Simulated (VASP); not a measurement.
Set up this calculation in VASP 6.6.1, as the native input.

- Task: single point
- Functional: r2SCAN
- Potentials or basis: VASP PAW PBE potentials, release 64 (Si)
- Cutoff: 520 eV
- k mesh: 10 × 10 × 10
- Occupations: gaussian, width 0.02 eV
- Spin: no spin polarisation
- Dipole correction: no
- Further INCAR settings: ALGO = Normal; EDIFF = 1e-06; NBANDS = 11

Crystal: Si.

```
Si
1.0
     0.00000    2.69460    2.69460
     2.69460    0.00000    2.69460
     2.69460    2.69460    0.00000
Si
2
Cartesian
  4.0419 4.0419 4.0419
  2.6946 2.6946 2.6946
```

This cell differs from its parent crystal: volume scaled by 0.97.

These files were run (other wordings do the same):

POSCAR

```
Si
1.0
    0.0000000000      2.6945981927      2.6945981927
    2.6945981927      0.0000000000      2.6945981927
    2.6945981927      2.6945981927      0.0000000000
Si
2
Direct
    0.7500000000      0.7500000000      0.7500000000
    0.5000000000      0.5000000000      0.5000000000
```

INCAR.step1

```
PREC     = Accurate       # precision mode
ENCUT    = 520            # plane-wave cutoff, eV
ISMEAR   = 0              # smearing method
SIGMA    = 0.02           # smearing width, eV
LREAL    = False          # projectors in reciprocal space
LASPH    = True           # aspherical terms in the spheres
NELM     = 60             # most SCF steps
NBANDS   = 11             # bands
GGA      = PE             # functional
ALGO     = Normal         # electronic algorithm
EDIFF    = 1E-4           # SCF threshold, eV
LWAVE    = True           # write WAVECAR
LCHARG   = False          # write CHGCAR
```

INCAR.step2

```
PREC     = Accurate       # precision mode
ENCUT    = 520            # plane-wave cutoff, eV
EDIFF    = 1E-6           # SCF threshold, eV
ISMEAR   = 0              # smearing method
SIGMA    = 0.02           # smearing width, eV
LREAL    = False          # projectors in reciprocal space
LASPH    = True           # aspherical terms in the spheres
NELM     = 60             # most SCF steps
ALGO     = Normal         # electronic algorithm
ISIF     = 2              # what is computed and relaxed
LWAVE    = False          # write WAVECAR
LCHARG   = False          # write CHGCAR
METAGGA  = R2SCAN         # meta-GGA
LMIXTAU  = True         
NBANDS   = 11             # bands
ISTART   = 1
```

KPOINTS

```
regular mesh
0
Gamma
  10 10 10
```

Potentials or basis: VASP PAW PBE potentials, release 64 (Si).

Launch:

```sh
$ cat potpaw_PBE.64/Si/POTCAR > POTCAR
$ cp INCAR.step1 INCAR
$ mpirun -np 1 vasp_std > vasp.out
$ cp INCAR.step2 INCAR
$ mpirun -np 1 vasp_std > vasp.out
```

It gave:

```json
{"Pressure": "2.9 GPa", "Band gap on the k mesh": "0.74 eV, indirect (least direct gap 2.77 eV)"}
```

Caveat: the PAW data sets were made with another functional, which shifts forces and pressure a little.

Wall time 78 s on 1 thread of Intel(R) Xeon(R) Platinum 8259CL CPU @ 2.50GHz (Skylake/Cascade Lake) (shared host), peak memory 0.16 GiB.
